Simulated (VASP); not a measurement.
# Sn in VASP: notebook

Runs on Sn. Level: PBE. Tasks: single point.

All numbers are computed with VASP 6.6.1; they aren't measurements. Logs are shortened: lines on timing, memory, paths and dates and some standing lists are left out, and cuts for length are marked.

## (1) The cell of the first run

The cell holds a slab with vacuum, 9 atoms: a = 4.707 Å, b = 4.707 Å, c = 28.313 Å, α = 90.00°, β = 90.00°, γ = 90.00°.

## (2) Single point, PBE

INCAR reads:

```
PREC = Accurate
ENCUT = 520
EDIFF = 1E-6
ISMEAR = 0
SIGMA = 0.1
LREAL = False
LASPH = True
NELM = 80
ALGO = Normal
ISIF = 2
LWAVE = False
LCHARG = False
LDIPOL = True
IDIPOL = 3
DIPOL = 0.5 0.5 0.500
GGA = PE
NBANDS = 73
```

KPOINTS reads:

```
regular mesh
0
Gamma
  8 8 1
```

POSCAR reads:

```
Sn
1.0
    4.7067117298      0.0000000000      0.0000000000
    0.0000000000      4.7067117298      0.0000000000
    0.0000000000      0.0000000000     28.3125911249
Sn
9
Direct
    0.0000000000      0.5000000000      0.2633688712
    0.0000000000      0.0000000000      0.3235819919
    0.5000000000      0.0000000000      0.3824631468
    0.5000000000      0.5000000000      0.4411425551
    0.0000000000      0.5000000000      0.4999999985
    0.0000000000      0.0000000000      0.5588574400
    0.5000000000      0.0000000000      0.6175368528
    0.5000000000      0.5000000000      0.6764180053
    0.0000000000      0.5000000000      0.7366311384
```

Potentials or basis: VASP PAW PBE potentials, release 64 (Sn_d).

The run is started by

```sh
> cat potpaw_PBE.64/Sn_d/POTCAR > POTCAR
> mpirun -np 1 vasp_std > vasp.out
```

OUTCAR:

```text
PREC = Accurate
   ENCUT = 520
   EDIFF = 1E-6
   ISMEAR = 0
   LREAL = False
   LASPH = True
   NELM = 80
   ISIF = 2
   GGA = PE

 ion  position               nearest neighbor table
   1  0.000  0.500  0.263-   2 2.91   2 2.91
   2  0.000  0.000  0.324-   3 2.88   3 2.88   1 2.91   1 2.91
   3  0.500  0.000  0.382-   4 2.88   4 2.88   2 2.88   2 2.88
   4  0.500  0.500  0.441-   3 2.88   3 2.88   5 2.88   5 2.88
   5  0.000  0.500  0.500-   6 2.88   6 2.88   4 2.88   4 2.88
   6  0.000  0.000  0.559-   7 2.88   7 2.88   5 2.88   5 2.88
   7  0.500  0.000  0.618-   6 2.88   6 2.88   8 2.88   8 2.88
   8  0.500  0.500  0.676-   7 2.88   7 2.88   9 2.91   9 2.91
   9  0.000  0.500  0.737-   8 2.91   8 2.91

  LATTYP: Found a simple tetragonal cell.
 ALAT       =     4.7067117298
 C/A-ratio  =     6.0153654505

  Lattice vectors:

 A1 = (   4.7067117298,   0.0000000000,   0.0000000000)
 A2 = (   0.0000000000,   4.7067117298,   0.0000000000)
 A3 = (   0.0000000000,   0.0000000000,  28.3125911249)

Analysis of symmetry for initial positions (statically):
=====================================================================
 Subroutine PRICEL returns:
 Original cell was already a primitive cell.

 Routine SETGRP: Setting up the symmetry group for a
 simple tetragonal supercell.

 Subroutine GETGRP returns: Found  8 space group operations
 (whereof  4 operations were pure point group operations)
 out of a pool of 16 trial point group operations.

The static configuration has the point symmetry C_2v.
 The point group associated with its full space group is D_2d.

Analysis of symmetry for dynamics (positions and initial velocities):
=====================================================================
 Subroutine PRICEL returns:
 Original cell was already a primitive cell.

 Routine SETGRP: Setting up the symmetry group for a
 simple tetragonal supercell.

 Subroutine GETGRP returns: Found  8 space group operations
 (whereof  4 operations were pure point group operations)
 out of a pool of 16 trial point group operations.

The dynamic configuration has the point symmetry C_2v.
 The point group associated with its full space group is D_2d.

 Subroutine INISYM returns: Found  8 space group operations
 (whereof  4 operations are pure point group operations),
 and found     1 'primitive' translations

----------------------------------------------------------------------------------------

                                     Primitive cell

  volume of cell :     627.2127

  direct lattice vectors                    reciprocal lattice vectors
     4.706711730  0.000000000  0.000000000     0.212462555  0.000000000  0.000000000
     0.000000000  4.706711730  0.000000000     0.000000000  0.212462555  0.000000000
     0.000000000  0.000000000 28.312591125     0.000000000  0.000000000  0.035319975

  length of vectors
     4.706711730  4.706711730 28.312591125     0.212462555  0.212462555  0.035319975

  position of ions in fractional coordinates (direct lattice)
     0.000000000  0.500000000  0.263368871
     0.000000000  0.000000000  0.323581992
     0.500000000  0.000000000  0.382463147
     0.500000000  0.500000000  0.441142555
     0.000000000  0.500000000  0.499999999
     0.000000000  0.000000000  0.558857440
     0.500000000  0.000000000  0.617536853
     0.500000000  0.500000000  0.676418005
     0.000000000  0.500000000  0.736631138

  ion indices of the primitive-cell ions
   primitive index   ion index
                 1           1
                 2           2
                 3           3
                 4           4
                 5           5
                 6           6
                 7           7
                 8           8
                 9           9

----------------------------------------------------------------------------------------

 KPOINTS: regular mesh

Automatic generation of k-mesh.
 Grid dimensions read from file:
 generate k-points for:    8    8    1

 Generating k-lattice:

  Cartesian coordinates                     Fractional coordinates (reciprocal lattice)
     0.026557819  0.000000000  0.000000000     0.125000000  0.000000000  0.000000000
     0.000000000  0.026557819  0.000000000     0.000000000  0.125000000  0.000000000
     0.000000000  0.000000000  0.035319975     0.000000000  0.000000000  1.000000000

  Length of vectors
     0.026557819  0.026557819  0.035319975

  Shift w.r.t. Gamma in fractional coordinates (k-lattice)
     0.000000000  0.000000000  0.000000000

 Subroutine IBZKPT returns following result:
 ===========================================

 Found     15 irreducible k-points:

 Following reciprocal coordinates:
            Coordinates               Weight
  0.000000  0.000000  0.000000      1.000000
  0.125000  0.000000  0.000000      4.000000
  0.250000  0.000000  0.000000      4.000000
  0.375000  0.000000  0.000000      4.000000
  0.500000  0.000000  0.000000      2.000000
  0.125000  0.125000  0.000000      4.000000
  0.250000  0.125000  0.000000      8.000000
  0.375000  0.125000  0.000000      8.000000
  0.500000  0.125000  0.000000      4.000000
  0.250000  0.250000  0.000000      4.000000
  0.375000  0.250000  0.000000      8.000000
  0.500000  0.250000  0.000000      4.000000
  0.375000  0.375000  0.000000      4.000000
  0.500000  0.375000  0.000000      4.000000
  0.500000  0.500000  0.000000      1.000000
   k-points           NKPTS =     15   k-points in BZ     NKDIM =     15   number of bands    NBANDS=     73
   number of dos      NEDOS =    301   number of ions     NIONS =      9
   total plane-waves  NPLWV = 279936
   dimension x,y,z NGX =    36 NGY =   36 NGZ =  216
   dimension x,y,z NGXF=    72 NGYF=   72 NGZF=  432
   ions per type =               9
   NGX,Y,Z   is equivalent  to a cutoff of  12.72, 12.72, 12.68 a.u.
   NGXF,Y,Z  is equivalent  to a cutoff of  25.43, 25.43, 25.37 a.u.
 SYSTEM =  unknown system
   PREC   = accura    normal or accurate (medium, high low for compatibility)
   ISTART =      0    job   : 0-new  1-cont  2-samecut
   ICHARG =      2    charge: 1-file 2-atom 10-const
   ISPIN  =      1    spin polarized calculation?
   LNONCOLLINEAR =      F non collinear calculations
   LSORBIT =      F    spin-orbit coupling
   LASPH  =      T    aspherical Exc in radial PAW
   ENCUT  =  520.0 eV  38.22 Ry    6.18 a.u.   8.75  8.75 52.64*2*pi/ulx,y,z
   NELM   =     80;   NELMIN=  2; NELMDL= -5     # of ELM steps
   EDIFF  = 0.1E-05   stopping-criterion for ELM
   LREAL  =      F    real-space projection
[... 7 lines left out ...]
   TEBEG  =    0.0;   TEEND  =   0.0 temperature during run
   PSTRESS=    0.0 pullay stress
   NELECT =     126.0000    total number of electrons
   NUPDOWN=      -1.0000    fix difference up-down
   EMIN   =  10.00;   EMAX   =-10.00  energy-range for DOS
   EFERMI =   0.00;   METHOD = LEGACY
   ISMEAR =     0;   SIGMA  =   0.10  broadening in eV -4-tet -1-fermi 0-gaus
   EFERMI_NEDOS =   21; number of points for ismear=-14 and -15
   IALGO  =     38    algorithm
   IMIX   =      4    mixing-type and parameters
     AMIX     =   0.40;   BMIX     =  1.00
     AMIX_MAG =   1.60;   BMIX_MAG =  1.00
  volume/ion in A,a.u.               =      69.69       470.29
  Fermi-wavevector in a.u.,A,eV,Ry     =   0.958797  1.811864 12.507727  0.919292
  Thomas-Fermi vector in A             =   2.087936
   LORBIT       =      0    0 simple, 1 ext, 2 COOP (PROOUT), +10 PAW based schemes
   GGA     = PE    functional components
   LHFCALC =     F    Hartree Fock is set to
   AEXX    =    0.0000 exact exchange contribution
   IVDW    =     0    specifies the selected vdW correction
   LEPSILON=     F    determine dielectric tensor
   LRPA    =     F    only Hartree local field effects (RPA)
 non-spin polarized calculation
 Gauss-broadening in eV      SIGMA  =   0.10
  energy-cutoff  :      520.00
  volume of cell :      627.21
 maximum number of plane-waves:     16937
 NGX is ok and might be reduce to    36
   NGX = 17   NGY = 17   NGZ =105

 dipolmoment           0.000000      0.000000      0.000000 electrons x Angstroem

 number of electron     125.9999930 magnetization

 dipolmoment           0.000000      0.000000     -0.000000 electrons x Angstroem

 Free energy of the ion-electron system (eV)
  ---------------------------------------------------
  ext. energy  EPLUGINS =         0.00000000
  ---------------------------------------------------
  free energy    TOTEN  =       -32.15223879 eV

  energy without entropy =      -32.10921798  energy(sigma->0) =      -32.13072838

 E-fermi :   0.2896     XC(G=0):  -5.1145

 val. band max:        0.2761205642   @ k =   0.0000   0.0000   0.0000
 cond. band min:       0.3086818279   @ k =   0.1250   0.1250   0.0000
 fundamental gap:      0.0325612637
 Fermi energy:         0.2895871612

 k-point     1 :       0.0000    0.0000    0.0000
  band No.  band energies     occupation
      1     -21.0841      2.00000
      2     -21.0841      2.00000
      3     -21.0598      2.00000
      4     -21.0598      2.00000
      5     -21.0409      2.00000
      6     -21.0218      2.00000
[... 65 lines left out ...]
     72       2.3215      0.00000
     73       2.4548      0.00000

 k-point     2 :       0.1250    0.0000    0.0000
  band No.  band energies     occupation
      1     -21.0905      2.00000
      2     -21.0844      2.00000
      3     -21.0627      2.00000
      4     -21.0624      2.00000
      5     -21.0383      2.00000
      6     -21.0134      2.00000
[... 65 lines left out ...]
     72       2.6540      0.00000
     73       3.0478      0.00000

 k-point     3 :       0.2500    0.0000    0.0000
  band No.  band energies     occupation
      1     -21.0969      2.00000
      2     -21.0853      2.00000
      3     -21.0679      2.00000
      4     -21.0627      2.00000
      5     -21.0401      2.00000
      6     -21.0016      2.00000
[... 901 lines left out ...]
     72       3.3318      0.00000
     73       4.0592      0.00000

 k-point    15 :       0.5000    0.5000    0.0000
  band No.  band energies     occupation
      1     -21.1005      2.00000
      2     -21.0945      2.00000
      3     -21.0945      2.00000
      4     -21.0589      2.00000
      5     -21.0421      2.00000
      6     -20.9711      2.00000
[... 65 lines left out ...]
     72       3.2003      0.00000
     73       3.9489      0.00000

------------------------ aborting loop because EDIFF is reached ----------------------------------------

 vacuum level on the upper side and lower side of the slab       (xc-potential included)        -0.133        -0.133

  FORCE on cell =-STRESS in cart. coord.  units (eV):
  Direction    XX          YY          ZZ          XY          YZ          ZX
  --------------------------------------------------------------------------------------
  -------------------------------------------------------------------------------------
  Total       -1.1332501     -1.1332501     -0.0864235      0.0000000      0.0000000      0.0000000
  in kB       -2.8948199     -2.8948199     -0.2207636      0.0000000      0.0000000      0.0000000
  external PRESSURE =      -2.0034678 kB  Pullay stress =       0.0000000 kB

 VOLUME and BASIS-vectors are now :
 -----------------------------------------------------------------------------
  energy-cutoff  :      520.00
  volume of cell :      627.21
      direct lattice vectors                 reciprocal lattice vectors
     4.706711730  0.000000000  0.000000000     0.212462555  0.000000000  0.000000000
     0.000000000  4.706711730  0.000000000     0.000000000  0.212462555  0.000000000
     0.000000000  0.000000000 28.312591125     0.000000000  0.000000000  0.035319975

 POSITION                                       TOTAL-FORCE (eV/Angst)
 -----------------------------------------------------------------------------------
      0.00000      2.35336      7.45666         0.000000      0.000000     -0.001770
      0.00000      0.00000      9.16144         0.000000      0.000000     -0.005026
      2.35336      0.00000     10.82852         0.000000      0.000000      0.003439
      2.35336      2.35336     12.48989         0.000000      0.000000      0.005161
      0.00000      2.35336     14.15630         0.000000      0.000000      0.000000
      0.00000      0.00000     15.82270         0.000000      0.000000     -0.005161
      2.35336      0.00000     17.48407         0.000000      0.000000     -0.003439
      2.35336      2.35336     19.15115         0.000000      0.000000      0.005026
      0.00000      2.35336     20.85594         0.000000      0.000000      0.001770
 -----------------------------------------------------------------------------------
    total drift:                                0.000000      0.000000      0.000022

  FREE ENERGIE OF THE ION-ELECTRON SYSTEM (eV)
  ---------------------------------------------------
  free  energy   TOTEN  =       -32.1522387871 eV

  energy  without entropy=      -32.1092179754  energy(sigma->0) =      -32.13072838

 vacuum level on the upper side and lower side of the slab         4.751         4.751
```

Wall time 26 min (1 thread of Intel Xeon 8259CL, shared host); peak memory 0.84 GiB.

Results:

```
Free energy            : -32.1522 eV
Largest force          : 0.005 eV/Å
Band gap on the k mesh : zero (bands 63 and 64 overlap by 0.67 eV)
```

Forces in eV/Å, atoms in the order of the input:
```
Sn   0.000  0.000 -0.002
Sn   0.000  0.000 -0.005
Sn   0.000  0.000  0.003
Sn   0.000  0.000  0.005
Sn   0.000  0.000  0.000
Sn   0.000  0.000 -0.005
Sn   0.000  0.000 -0.003
Sn   0.000  0.000  0.005
Sn   0.000  0.000  0.002
```

Caveat: spin-orbit coupling is left out, which moves the levels of the heavy elements.

## (3) Single point, PBE

This run uses another cell than the first one: it holds 7 atoms, not 9.

INCAR reads:

```
SYSTEM = Sn
ALGO     = Fast           ! electronic algorithm
DIPOL    = 0.5 0.5 0.500
EDIFF    = 1E-6           ! SCF threshold, eV
ENCUT    = 520            ! plane-wave cutoff, eV
GGA      = PE             ! functional
IDIPOL   = 3            
ISIF     = 2              ! what is computed and relaxed
ISMEAR   = 0              ! smearing method
LASPH    = .True.         ! aspherical terms in the spheres
LCHARG   = .False.        ! write CHGCAR
LDIPOL   = .True.       
LREAL    = .False.        ! projectors in reciprocal space
LWAVE    = .False.        ! write WAVECAR
NBANDS   = 58             ! bands
NELM     = 60             ! most SCF steps
PREC     = Accurate       ! precision mode
SIGMA    = 0.1            ! smearing width, eV
```

KPOINTS reads:

```
k-points
0
Gamma
  8 8 1
  0 0 0
```

POSCAR reads:

```
Sn
1.0
    4.7067117294      0.0000000000      0.0000000000
    0.0000000000      4.7067117294      0.0000000000
    0.0000000000      0.0000000000     24.9844433429
Sn
7
Direct
    0.0000000000      0.0000000000      0.2992180397
    0.5000000000      0.0000000000      0.3667418560
    0.5000000000      0.5000000000      0.4335943685
    0.0000000000      0.5000000000      0.4999999984
    0.0000000000      0.0000000000      0.5664056276
    0.5000000000      0.0000000000      0.6332581403
    0.5000000000      0.5000000000      0.7007819695
```

Potentials or basis: VASP PAW PBE potentials, release 64 (Sn_d).

The run is started by

```sh
> cat potpaw_PBE.64/Sn_d/POTCAR > POTCAR
> mpirun -np 1 vasp_std > vasp.out
```

Run time: 20 min. Hardware: 1 thread of Oxide Virtual Turin-like, shared host; peak memory 0.7 GiB.

The run converged. Its results:

```yaml
Free_energy: -24.4675 eV
Largest_force: 0.003 eV/Å
Band_gap_on_the_k_mesh: zero (bands 49 and 50 overlap by 0.81 eV)
```

Forces in eV/Å, atoms in the order of the input:
```
Sn   0.000  0.000 -0.003
Sn   0.000  0.000  0.000
Sn   0.000  0.000  0.000
Sn   0.000  0.000  0.000
Sn   0.000  0.000  0.000
Sn   0.000  0.000  0.000
Sn   0.000  0.000  0.003
```

Levels at points of the mesh, in eV from the Fermi level:
```csv
k point,band 47,band 48,band 49,band 50,band 51,band 52
"(0.00, 0.00, 0.00)",-0.17,-0.17,0.51,1.22,1.27,1.35
"(0.50, 0.00, 0.00)",-0.67,-0.49,-0.37,0.00,1.11,1.45
"(0.50, 0.50, 0.00)",-1.89,-0.65,-0.65,-0.29,-0.10,1.84
```

Caveat: spin-orbit coupling is left out, which moves the levels of the heavy elements.

The gap in the log of VASP goes by the Fermi energy; the results here count the filled bands.